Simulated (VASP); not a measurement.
# Tl (P6_3/mmc) in VASP: notebook, part 2 of 2

VASP 6.6.1.

### 3 Single point, PBE

This run uses another cell than the first one, of 18.89 Å³/atom.

Contents of INCAR:

```
ALGO = Normal ; EDIFF = 1E-7
ENCUT = 520 ; GGA = PE
ISIF = 2 ; ISMEAR = -1
LASPH = True ; LCHARG = False
LREAL = False ; LWAVE = False
NBANDS = 20 ; NELM = 80
PREC = Accurate ; SIGMA = 0.1
```

Contents of KPOINTS:

```
k-points
0
Gamma
  14 14 8
```

Contents of POSCAR:

```
Tl
1.0
    2.9791537750      0.0000000000      0.0000000000
   -1.4895768875      2.5800228510      0.0000000000
    0.0000000000      0.0000000000      4.9147365489
Tl
2
Direct
    0.3333333333      0.6666666667      0.2500000000
    0.6666666667      0.3333333333      0.7500000000
```

Potentials or basis: VASP PAW PBE potentials, release 64 (Tl_d).

The run is started by

```bash
cat potpaw_PBE.64/Tl_d/POTCAR > POTCAR
mpirun -np 1 vasp_std > vasp.out
```

Run time: 34 s. Hardware: 1 thread of AMD EPYC 9R45 (Zen 5), shared host; peak memory 0.18 GiB.

Results (log left out):

| Quantity | Value |
| --- | --- |
| Free energy | -2.0032 eV |
| Pressure | 53.9 GPa |
| Band gap on the k mesh | zero (bands 13 and 14 overlap by 8.42 eV) |

Stress tensor (GPa, compression positive):
```
53.97  0.00  0.00
 0.00 53.97  0.00
 0.00  0.00 53.79
```

Levels at points of the mesh, in eV from the Fermi level:
| k point | band 9 | band 10 | band 11 | band 12 | band 13 | band 14 | band 15 | band 16 | band 17 | band 18 |
| --- | --- | --- | --- | --- | --- | --- | --- | --- | --- | --- |
| (0.00, 0.00, 0.00) | -12.43 | -11.66 | -11.66 | -5.41 | -5.37 | 10.58 | 11.33 | 11.33 | 11.76 | 12.28 |
| (0.50, 0.00, 0.00) | -11.55 | -11.45 | -6.22 | -6.04 | -0.09 | 0.01 | 1.11 | 4.64 | 4.70 | 10.36 |
| (0.00, 0.00, 0.50) | -11.93 | -11.93 | -11.60 | -11.60 | 4.10 | 4.10 | 10.76 | 10.76 | 12.33 | 12.33 |
| (0.50, 0.00, 0.50) | -11.49 | -11.49 | -4.90 | -4.90 | -3.77 | -3.77 | 7.22 | 7.22 | 7.66 | 7.66 |

Caveat: the cell stands under pressure; spin-orbit coupling is left out, which moves the levels of the heavy elements.

### 4 Single point, PBE (18.89 Å³/atom)

This run uses another cell than the first one, of 18.89 Å³/atom.

Contents of INCAR:

```
SYSTEM = Tl
PREC = Accurate
ENCUT = 520
EDIFF = 1E-6
ISMEAR = -1
SIGMA = 0.1
LREAL = .FALSE.
LASPH = .TRUE.
NELM = 80
ALGO = Normal
ISIF = 2
LWAVE = .FALSE.
LCHARG = .FALSE.
GGA = PE
NBANDS = 20
```

Contents of KPOINTS:

```
regular mesh
0
G
  14 14 8
  0 0 0
```

POSCAR is that of step 3.

The run is started by

```bash
cat potpaw_PBE.64/Tl_d/POTCAR > POTCAR
mpirun -np 1 vasp_std > vasp.out
```

It took 31 s on 1 thread of AMD EPYC 9R45 (Zen 5), shared host; peak memory 0.18 GiB.

The run converged. Its results:

```yaml
Free_energy: -2.0032 eV
Pressure: 53.9 GPa
Band_gap_on_the_k_mesh: zero (bands 13 and 14 overlap by 8.42 eV)
```

Stress tensor (GPa, compression positive):
```
53.95  0.00  0.00
 0.00 53.95  0.00
 0.00  0.00 53.78
```

Levels at points of the mesh, in eV from the Fermi level:
```tsv
k point	band 11	band 12	band 13	band 14	band 15	band 16
(0.00, 0.00, 0.00)	-11.66	-5.41	-5.37	10.58	11.33	11.33
(0.50, 0.00, 0.00)	-6.22	-6.04	-0.09	0.01	1.11	4.64
(0.00, 0.00, 0.50)	-11.60	-11.60	4.10	4.10	10.76	10.76
(0.50, 0.00, 0.50)	-4.90	-4.90	-3.77	-3.77	7.22	7.22
```

Caveat: the cell stands under pressure; spin-orbit coupling is left out, which moves the levels of the heavy elements.

### 5 Single point, PBE

This run uses another cell than the first one, of 22.04 Å³/atom.

Contents of INCAR:

```
SYSTEM = Tl
PREC = Accurate
ENCUT = 520
EDIFF = 1E-6
ISMEAR = -1
SIGMA = 0.1
LREAL = .FALSE.
LASPH = .TRUE.
NELM = 100
ALGO = Normal
ISIF = 2
LWAVE = .FALSE.
LCHARG = .TRUE.
GGA = PE
LELF = .TRUE.
LVHAR = .TRUE.
NBANDS = 20
```

Contents of KPOINTS:

```
Automatic mesh
0
G
  14 14 8
  0 0 0
```

Contents of POSCAR:

```
Tl
1.0
    3.1414364812      0.0000000000      0.0000000000
   -1.5707182406      2.7205637971      0.0000000000
    0.0000000000      0.0000000000      5.1567527422
Tl
2
Direct
    0.3333333333      0.6666666667      0.2500000000
    0.6666666667      0.3333333333      0.7500000000
```

Potentials or basis: VASP PAW PBE potentials, release 64 (Tl_d).

The run is started by

```bash
cat potpaw_PBE.64/Tl_d/POTCAR > POTCAR
mpirun -np 1 vasp_std > vasp.out
```

OUTCAR:

```text
SYSTEM = Tl
   PREC = Accurate
   ENCUT = 520
   EDIFF = 1E-6
   ISMEAR = -1
   LREAL = .FALSE.
   LASPH = .TRUE.
   NELM = 100
   ISIF = 2
   GGA = PE

 ion  position               nearest neighbor table
   1  0.333  0.667  0.250-   2 3.15   2 3.15   2 3.15   2 3.15   2 3.15   2 3.15
   2  0.667  0.333  0.750-   1 3.15   1 3.15   1 3.15   1 3.15   1 3.15   1 3.15

  LATTYP: Found a hexagonal cell.
 ALAT       =     3.1414364812
 C/A-ratio  =     1.6415269807

  Lattice vectors:

 A1 = (   3.1414364812,   0.0000000000,   0.0000000000)
 A2 = (  -1.5707182406,   2.7205637971,   0.0000000000)
 A3 = (   0.0000000000,   0.0000000000,   5.1567527422)

Analysis of symmetry for initial positions (statically):
=====================================================================
 Subroutine PRICEL returns:
 Original cell was already a primitive cell.

 Routine SETGRP: Setting up the symmetry group for a
 hexagonal supercell.

 Subroutine GETGRP returns: Found 24 space group operations
 (whereof 12 operations were pure point group operations)
 out of a pool of 24 trial point group operations.

The static configuration has the point symmetry D_3d.
 The point group associated with its full space group is D_6h.

Analysis of symmetry for dynamics (positions and initial velocities):
=====================================================================
 Subroutine PRICEL returns:
 Original cell was already a primitive cell.

 Routine SETGRP: Setting up the symmetry group for a
 hexagonal supercell.

 Subroutine GETGRP returns: Found 24 space group operations
 (whereof 12 operations were pure point group operations)
 out of a pool of 24 trial point group operations.

The dynamic configuration has the point symmetry D_3d.
 The point group associated with its full space group is D_6h.

 Subroutine INISYM returns: Found 24 space group operations
 (whereof 12 operations are pure point group operations),
 and found     1 'primitive' translations

[... 108 lines left out ...]
   EFERMI =   0.00;   METHOD = LEGACY
   ISMEAR =    -1;   SIGMA  =   0.10  broadening in eV -4-tet -1-fermi 0-gaus
   EFERMI_NEDOS =   21; number of points for ismear=-14 and -15
   IALGO  =     38    algorithm
   IMIX   =      4    mixing-type and parameters
     AMIX     =   0.40;   BMIX     =  1.00
     AMIX_MAG =   1.60;   BMIX_MAG =  1.00
  volume/ion in A,a.u.               =      22.04       148.71
  Fermi-wavevector in a.u.,A,eV,Ry     =   1.373024  2.594639 25.649632  1.885195
  Thomas-Fermi vector in A             =   2.498578
   LORBIT       =      0    0 simple, 1 ext, 2 COOP (PROOUT), +10 PAW based schemes
   GGA     = PE    functional components
   LHFCALC =     F    Hartree Fock is set to
   AEXX    =    0.0000 exact exchange contribution
   IVDW    =     0    specifies the selected vdW correction
   LEPSILON=     F    determine dielectric tensor
   LRPA    =     F    only Hartree local field effects (RPA)
 non-spin polarized calculation
  energy-cutoff  :      520.00
  volume of cell :       44.07
 maximum number of plane-waves:      1204
 NGX is ok and might be reduce to    24
   NGX = 11   NGY = 11   NGZ = 19

 number of electron      26.0000004 magnetization

 Free energy of the ion-electron system (eV)
  ---------------------------------------------------
  ext. energy  EPLUGINS =         0.00000000
  ---------------------------------------------------
  free energy    TOTEN  =        -3.47478295 eV

  energy without entropy =       -3.45188251  energy(sigma->0) =       -3.46333273

 E-fermi :   9.8955     XC(G=0): -11.5638

 val. band max:        9.8061041635   @ k =   0.1429   0.0714   0.2500
 cond. band min:       9.8979855805   @ k =   0.4286   0.0000   0.2500
 fundamental gap:      0.0918814170
 Fermi energy:         9.8954873573

 k-point     1 :       0.0000    0.0000    0.0000
  band No.  band energies     occupation
      1      -2.9617      2.00000
      2      -2.4066      2.00000
      3      -2.3711      2.00000
      4      -2.3270      2.00000
      5      -2.3270      2.00000
      6      -2.2270      2.00000
[... 541 lines left out ...]
     19      16.9921      0.00000
     20      26.6651      0.00000

 [... further k-points ...]

------------------------ aborting loop because EDIFF is reached ----------------------------------------

  FORCE on cell =-STRESS in cart. coord.  units (eV):
  Direction    XX          YY          ZZ          XY          YZ          ZX
  --------------------------------------------------------------------------------------
  -------------------------------------------------------------------------------------
  Total        6.7345622      6.7345622      6.7311929      0.0000000     -0.0000000      0.0000000
  in kB      244.8253837    244.8253837    244.7028993      0.0000000     -0.0000000      0.0000000
  external PRESSURE =     244.7845556 kB  Pullay stress =       0.0000000 kB

 VOLUME and BASIS-vectors are now :
 -----------------------------------------------------------------------------
  energy-cutoff  :      520.00
  volume of cell :       44.07
      direct lattice vectors                 reciprocal lattice vectors
     3.141436481  0.000000000  0.000000000     0.318325711  0.183785435  0.000000000
    -1.570718241  2.720563797  0.000000000     0.000000000  0.367570869  0.000000000
     0.000000000  0.000000000  5.156752742     0.000000000  0.000000000  0.193920486

 POSITION                                       TOTAL-FORCE (eV/Angst)
 -----------------------------------------------------------------------------------
     -0.00000      1.81371      1.28919         0.000000     -0.000000      0.000000
      1.57072      0.90685      3.86756        -0.000000      0.000000      0.000000
 -----------------------------------------------------------------------------------
    total drift:                               -0.000000      0.000000      0.000000

  FREE ENERGIE OF THE ION-ELECTRON SYSTEM (eV)
  ---------------------------------------------------
  free  energy   TOTEN  =        -3.4747829511 eV

  energy  without entropy=       -3.4518825150  energy(sigma->0) =       -3.46333273
```

stdout:

```text
POSCAR found type information on POSCAR Tl
 POSCAR found :  1 types and       2 ions
 scaLAPACK will be used
 LDA part: xc-table for (Slater+PW92), standard interpolation
 POSCAR, INCAR and KPOINTS ok, starting setup
 FFT: planning ... GRIDC
 FFT: planning ... GRID_SOFT
 FFT: planning ... GRID
 WAVECAR not read
 entering main loop
```

It took 32 s on 1 thread of AMD EPYC 9R45 (Zen 5), shared host; peak memory 0.19 GiB.

Results:

- Free energy: -3.4748 eV
- Pressure: 24.5 GPa
- Band gap on the k mesh: zero (bands 13 and 14 overlap by 7.48 eV)

Caveat: the cell stands under pressure; spin-orbit coupling is left out, which moves the levels of the heavy elements.

### 6 The runs side by side

```csv
cell,gap on the mesh (eV),pressure (GPa)
"a = 2.809, b = 2.809, c = 4.608 Å, angles 90.0, 90.0, 120.0°, 2 atoms",none,121.2
"a = 2.979, b = 2.979, c = 4.915 Å, angles 90.0, 90.0, 120.0°, 2 atoms",none,53.9
"a = 3.141, b = 3.141, c = 5.157 Å, angles 90.0, 90.0, 120.0°, 2 atoms",none,24.5
```

Alike in all rows: task single point; level PBE; potentials or basis VASP PAW PBE potentials, release 64 (Tl_d); no spin polarisation; k mesh 14 × 14 × 8; cutoff (eV) 520; smearing fermi-dirac 0.1 eV.

Caveats: the cell stands under pressure; spin-orbit coupling is left out, which moves the levels of the heavy elements.

Absolute energies hang on the potentials; compare differences alone.

The gap in the log of VASP goes by the Fermi energy; the results here count the filled bands.